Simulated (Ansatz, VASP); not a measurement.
## SrTiO3 in VASP and in Ansatz

```xyz
5
Lattice="3.9364 0.0000 0.0000 0.0000 3.9364 0.0000 0.0000 0.0000 3.9364" Properties=species:S:1:pos:R:3 pbc="T T T"
Sr   -0.0364    0.0000    0.0000
Ti    2.0766    1.9682    1.9682
O    -0.0568    1.9682    1.9682
O     1.9342    0.0000    1.9682
O     1.9342    1.9682    0.0000
```

Change from the starting cell: mode 1 frozen in at -0.077 Å and mode 7 at -0.058 Å (largest displacements).

Alike in both runs: task single point; functional PBE; k mesh 8 × 8 × 8; occupations gaussian, width 0.05 eV; no spin polarisation.

|  | VASP | Ansatz |
| --- | --- | --- |
| version | VASP 6.6.1 | Ansatz 0.2.0 |
| potentials or method | VASP PAW PBE potentials, release 64 (Sr_sv, Ti_sv, O), cutoff 520 eV | scalar-relativistic, plane waves, PAW |
| valence electrons in the cell | 40 | 40 |

VASP gave:

```
gap on the k mesh at the Fermi level (eV)                     : 1.85
least direct gap on the mesh (eV)                             : 2.43
pressure (GPa)                                                : 2.6
traceless stress, the component that is largest in VASP (GPa) : 2.90
rms of the force components (eV/Å)                            : 0.305
```

Task: Estimate Ansatz's values.

Result: gap on the k mesh at the Fermi level (eV): 1.89; least direct gap on the mesh (eV): 2.45; pressure (GPa): 1.9; traceless stress, the component that is largest in VASP (GPa): 2.80; rms of the force components (eV/Å): 0.278.

Atom by atom the forces differ by 0.029 eV/Å (rms over components).
